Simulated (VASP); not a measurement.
# Be4Te in VASP: single point with PBE

Aim: the single point of Be4Te with PBE.

Program: VASP 6.6.1. These are calculated values, not measurements. Logs are shortened: lines on timing, memory, paths and dates and some standing lists are left out, and cuts for length are marked.

## 1. The cell of the first run

The typed cell holds 5 atoms: a = 4.803 Å, b = 4.803 Å, c = 4.803 Å, α = 109.47°, β = 109.47°, γ = 109.47°.

## 2. Single point, PBE

The input, INCAR:

```
  PREC = Accurate
  ENCUT = 520
  EDIFF = 1E-6
  ISMEAR = 0
  SIGMA = 0.1
  LREAL = F
  LASPH = T
  NELM = 60
  ALGO = Fast
  ISIF = 2
  LWAVE = F
  LCHARG = F
  GGA = PE
  NBANDS = 15
```

The input, KPOINTS:

```
Automatic mesh
0
Gamma
  6 6 6
```

The input, POSCAR:

```
Be4Te
1.0
   -2.7731252830      2.7731252830      2.7731252830
    2.7731252830     -2.7731252830      2.7731252830
    2.7731252830      2.7731252830     -2.7731252830
Be Te
4 1
Direct
    0.5000364116      0.5000364116      0.5000364116
    0.0000000000      0.0000000000      0.4999635884
    0.0000000000      0.4999635884      0.0000000000
    0.4999635884      0.0000000000      0.0000000000
    0.0000000000      0.0000000000      0.0000000000
```

Potentials or basis: VASP PAW PBE potentials, release 64 (Be, Te).

The run is started by

```bash
> cat potpaw_PBE.64/Be/POTCAR potpaw_PBE.64/Te/POTCAR > POTCAR
> mpirun -np 1 vasp_std > vasp.out
```

OUTCAR:

```text
PREC = Accurate
   ENCUT = 520
   EDIFF = 1E-6
   ISMEAR = 0
   LREAL = F
   LASPH = T
   NELM = 60
   ISIF = 2
   GGA = PE

 ion  position               nearest neighbor table
   1  0.500  0.500  0.500-   5 2.40   5 2.40
   2  0.000  0.000  0.500-   5 2.40   5 2.40
   3  0.000  0.500  0.000-   5 2.40   5 2.40
   4  0.500  0.000  0.000-   5 2.40   5 2.40
   5  0.000  0.000  0.000-   1 2.40   2 2.40   3 2.40   4 2.40   1 2.40   2 2.40   3 2.40   4 2.40

  LATTYP: Found a body centered cubic cell.
 ALAT       =     5.5462505660

  Lattice vectors:

 A1 = (  -2.7731252830,   2.7731252830,   2.7731252830)
 A2 = (   2.7731252830,  -2.7731252830,   2.7731252830)
 A3 = (   2.7731252830,   2.7731252830,  -2.7731252830)

Analysis of symmetry for initial positions (statically):
=====================================================================
 Subroutine PRICEL returns:
 Original cell was already a primitive cell.

 Routine SETGRP: Setting up the symmetry group for a
 body centered cubic supercell.

 Subroutine GETGRP returns: Found 24 space group operations
 (whereof 24 operations were pure point group operations)
 out of a pool of 48 trial point group operations.

The static configuration has the point symmetry T_d .

Analysis of symmetry for dynamics (positions and initial velocities):
=====================================================================
 Subroutine PRICEL returns:
 Original cell was already a primitive cell.

 Routine SETGRP: Setting up the symmetry group for a
 body centered cubic supercell.

 Subroutine GETGRP returns: Found 24 space group operations
 (whereof 24 operations were pure point group operations)
 out of a pool of 48 trial point group operations.

The dynamic configuration has the point symmetry T_d .

 Subroutine INISYM returns: Found 24 space group operations
 (whereof 24 operations are pure point group operations),
 and found     1 'primitive' translations

----------------------------------------------------------------------------------------

                                     Primitive cell

  volume of cell :      85.3038

  direct lattice vectors                    reciprocal lattice vectors
    -2.773125283  2.773125283  2.773125283     0.000000000  0.180301987  0.180301987
     2.773125283 -2.773125283  2.773125283     0.180301987  0.000000000  0.180301987
     2.773125283  2.773125283 -2.773125283     0.180301987  0.180301987  0.000000000

  length of vectors
     4.803193886  4.803193886  4.803193886     0.254985516  0.254985516  0.254985516

  position of ions in fractional coordinates (direct lattice)
     0.500036412  0.500036412  0.500036412
     0.000000000  0.000000000  0.499963588
     0.000000000  0.499963588  0.000000000
     0.499963588  0.000000000  0.000000000
     0.000000000  0.000000000  0.000000000

  ion indices of the primitive-cell ions
   primitive index   ion index
                 1           1
                 2           2
                 3           3
                 4           4
                 5           5

----------------------------------------------------------------------------------------

 KPOINTS: Automatic mesh

Automatic generation of k-mesh.
 Grid dimensions read from file:
 generate k-points for:    6    6    6

 Generating k-lattice:

  Cartesian coordinates                     Fractional coordinates (reciprocal lattice)
     0.000000000  0.030050331  0.030050331     0.166666667  0.000000000  0.000000000
     0.030050331  0.000000000  0.030050331     0.000000000  0.166666667  0.000000000
     0.030050331  0.030050331  0.000000000     0.000000000  0.000000000  0.166666667

  Length of vectors
     0.042497586  0.042497586  0.042497586

  Shift w.r.t. Gamma in fractional coordinates (k-lattice)
     0.000000000  0.000000000  0.000000000

 Subroutine IBZKPT returns following result:
 ===========================================

 Found     16 irreducible k-points:

 Following reciprocal coordinates:
            Coordinates               Weight
  0.000000  0.000000  0.000000      1.000000
  0.166667  0.000000  0.000000     12.000000
  0.333333  0.000000  0.000000     12.000000
  0.500000  0.000000  0.000000      6.000000
  0.166667  0.166667  0.000000     24.000000
  0.333333  0.166667  0.000000     48.000000
[... 8 lines left out ...]
  0.500000  0.500000  0.333333     12.000000
  0.500000  0.500000  0.500000      1.000000
   k-points           NKPTS =     16   k-points in BZ     NKDIM =     16   number of bands    NBANDS=     15
   number of dos      NEDOS =    301   number of ions     NIONS =      5
   total plane-waves  NPLWV =  46656
   dimension x,y,z NGX =    36 NGY =   36 NGZ =   36
   dimension x,y,z NGXF=    72 NGYF=   72 NGZF=   72
   ions per type =               4   1
   NGX,Y,Z   is equivalent  to a cutoff of  12.46, 12.46, 12.46 a.u.
   NGXF,Y,Z  is equivalent  to a cutoff of  24.92, 24.92, 24.92 a.u.
 SYSTEM =  unknown system
   PREC   = accura    normal or accurate (medium, high low for compatibility)
   ISTART =      0    job   : 0-new  1-cont  2-samecut
   ICHARG =      2    charge: 1-file 2-atom 10-const
   ISPIN  =      1    spin polarized calculation?
   LNONCOLLINEAR =      F non collinear calculations
   LSORBIT =      F    spin-orbit coupling
   LASPH  =      T    aspherical Exc in radial PAW
   ENCUT  =  520.0 eV  38.22 Ry    6.18 a.u.   8.93  8.93  8.93*2*pi/ulx,y,z
   NELM   =     60;   NELMIN=  2; NELMDL= -5     # of ELM steps
   EDIFF  = 0.1E-05   stopping-criterion for ELM
   LREAL  =      F    real-space projection
   EDIFFG = 0.1E-04   stopping-criterion for IOM
   NSW    =      0    number of steps for IOM
   IBRION =     -1    ionic relax: 0-MD 1-quasi-New 2-CG
   NFREE  =      0    steps in history (QN), initial steepest desc. (CG)
   ISIF   =      2    stress and relaxation
   ISYM   =      2    0-nonsym 1-usesym 2-fastsym
   POTIM  = 0.5000    time-step for ionic-motion
   TEBEG  =    0.0;   TEEND  =   0.0 temperature during run
   PSTRESS=    0.0 pullay stress
   NELECT =      14.0000    total number of electrons
   NUPDOWN=      -1.0000    fix difference up-down
   EMIN   =  10.00;   EMAX   =-10.00  energy-range for DOS
   EFERMI =   0.00;   METHOD = LEGACY
   ISMEAR =     0;   SIGMA  =   0.10  broadening in eV -4-tet -1-fermi 0-gaus
   EFERMI_NEDOS =   21; number of points for ismear=-14 and -15
   IALGO  =     68    algorithm
   IMIX   =      4    mixing-type and parameters
     AMIX     =   0.40;   BMIX     =  1.00
     AMIX_MAG =   1.60;   BMIX_MAG =  1.00
  volume/ion in A,a.u.               =      17.06       115.13
  Fermi-wavevector in a.u.,A,eV,Ry     =   0.896316  1.693792 10.930691  0.803383
  Thomas-Fermi vector in A             =   2.018759
   LORBIT       =      0    0 simple, 1 ext, 2 COOP (PROOUT), +10 PAW based schemes
   GGA     = PE    functional components
   LHFCALC =     F    Hartree Fock is set to
   AEXX    =    0.0000 exact exchange contribution
   IVDW    =     0    specifies the selected vdW correction
   LEPSILON=     F    determine dielectric tensor
   LRPA    =     F    only Hartree local field effects (RPA)
 non-spin polarized calculation
 RMM-DIIS sequential band-by-band and
 Gauss-broadening in eV      SIGMA  =   0.10
  energy-cutoff  :      520.00
  volume of cell :       85.30
 maximum number of plane-waves:      2330
   NGX = 17   NGY = 17   NGZ = 17

 number of electron      14.0000001 magnetization

 Free energy of the ion-electron system (eV)
  ---------------------------------------------------
  ext. energy  EPLUGINS =         0.00000000
  ---------------------------------------------------
  free energy    TOTEN  =       -11.39505696 eV

  energy without entropy =      -11.36005785  energy(sigma->0) =      -11.37755740

 E-fermi :   4.8138     XC(G=0):  -9.0453

 val. band max:        4.7897470267   @ k =   0.5000   0.5000   0.3333
 cond. band min:       4.8257063303   @ k =   0.3333   0.1667   0.0000
 fundamental gap:      0.0359593036
 Fermi energy:         4.8137570602

 k-point     1 :       0.0000    0.0000    0.0000
  band No.  band energies     occupation
      1      -9.1979      2.00000
      2      -1.0485      2.00000
      3      -1.0485      2.00000
      4      -1.0485      2.00000
      5       1.8981      2.00000
      6       4.7689      1.47376
      7       4.7689      1.47376
      8       4.7689      1.47376
      9       5.0001      0.00840
     10       5.0001      0.00840
     11       5.0001      0.00840
     12       8.6796      0.00000
     13       8.6796      0.00000
     14      10.6008      0.00000
     15      10.6008      0.00000

 k-point     2 :       0.1667    0.0000    0.0000
  band No.  band energies     occupation
      1      -9.1421      2.00000
      2      -1.6169      2.00000
      3      -1.1151      2.00000
      4      -1.0288      2.00000
      5       2.6251      2.00000
      6       3.7617      2.00000
      7       3.8478      2.00000
      8       4.7446      1.67220
      9       5.3787      0.00000
     10       5.9955      0.00000
     11       6.2984      0.00000
     12       8.9949      0.00000
     13       9.6021      0.00000
     14       9.7450      0.00000
     15      10.0699      0.00000
[... 221 lines left out ...]
      3      -1.6821      2.00000
      4      -1.6533      2.00000
      5       2.1485      2.00000
      6       2.4903      2.00000
      7       4.7897      1.26581
      8       4.8699      0.42744
      9       6.0335      0.00000
     10       8.3288      0.00000
     11       8.5418      0.00000
     12       9.4299      0.00000
     13      10.8658      0.00000
     14      11.1690      0.00000
     15      11.5294      0.00000

 k-point    16 :       0.5000    0.5000    0.5000
  band No.  band energies     occupation
      1      -8.8682      2.00000
      2      -1.7865      2.00000
      3      -1.7865      2.00000
      4      -1.7865      2.00000
      5       1.7520      2.00000
      6       1.7520      2.00000
      7       5.8236      0.00000
      8       5.8236      0.00000
      9       5.8236      0.00000
     10       8.4735      0.00000
     11       8.4735      0.00000
     12       8.4735      0.00000
     13      10.3661      0.00000
     14      10.5424      0.00000
     15      12.3023      0.00000

------------------------ aborting loop because EDIFF is reached ----------------------------------------

  FORCE on cell =-STRESS in cart. coord.  units (eV):
  Direction    XX          YY          ZZ          XY          YZ          ZX
  --------------------------------------------------------------------------------------
  -------------------------------------------------------------------------------------
  Total        0.1259992      0.1259992      0.1259992      0.0000000     -0.0000000     -0.0000000
  in kB        2.3665185      2.3665185      2.3665185      0.0000000     -0.0000000     -0.0000000
  external PRESSURE =       2.3665185 kB  Pullay stress =       0.0000000 kB

 VOLUME and BASIS-vectors are now :
 -----------------------------------------------------------------------------
  energy-cutoff  :      520.00
  volume of cell :       85.30
      direct lattice vectors                 reciprocal lattice vectors
    -2.773125283  2.773125283  2.773125283     0.000000000  0.180301987  0.180301987
     2.773125283 -2.773125283  2.773125283     0.180301987  0.000000000  0.180301987
     2.773125283  2.773125283 -2.773125283     0.180301987  0.180301987  0.000000000

 POSITION                                       TOTAL-FORCE (eV/Angst)
 -----------------------------------------------------------------------------------
      1.38666      1.38666      1.38666        -0.000972     -0.000972     -0.000972
      1.38646      1.38646     -1.38646         0.000972      0.000972     -0.000972
      1.38646     -1.38646      1.38646         0.000972     -0.000972      0.000972
     -1.38646      1.38646      1.38646        -0.000972      0.000972      0.000972
      0.00000      0.00000      0.00000         0.000000     -0.000000     -0.000000
 -----------------------------------------------------------------------------------
    total drift:                                0.000000      0.000000      0.000000

  FREE ENERGIE OF THE ION-ELECTRON SYSTEM (eV)
  ---------------------------------------------------
  free  energy   TOTEN  =       -11.3950569559 eV

  energy  without entropy=      -11.3600578464  energy(sigma->0) =      -11.37755740
```

It took 9.4 s on 1 thread of Intel Xeon 6975P-C (Granite Rapids), shared host; peak memory 0.2 GiB.

What came out:

```
Free energy            : -11.3951 eV
Pressure               : 0.2 GPa
Band gap on the k mesh : zero (band 7 reaches 5.82 eV, above the bottom of band 8 at 3.91 eV)
```

Levels at points of the mesh, in eV from the Fermi level:
| k point | band 4 | band 5 | band 6 | band 7 | band 8 | band 9 | band 10 | band 11 |
| --- | --- | --- | --- | --- | --- | --- | --- | --- |
| (0.00, 0.00, 0.00) | -5.86 | -2.92 | -0.04 | -0.04 | -0.04 | 0.19 | 0.19 | 0.19 |
| (0.50, 0.00, 0.00) | -5.79 | -2.83 | -1.80 | 0.54 | 1.58 | 1.64 | 1.89 | 2.29 |
| (0.50, 0.50, 0.50) | -6.60 | -3.06 | -3.06 | 1.01 | 1.01 | 1.01 | 3.66 | 3.66 |

Caveat: spin-orbit coupling is left out, which moves the levels of the heavy elements.
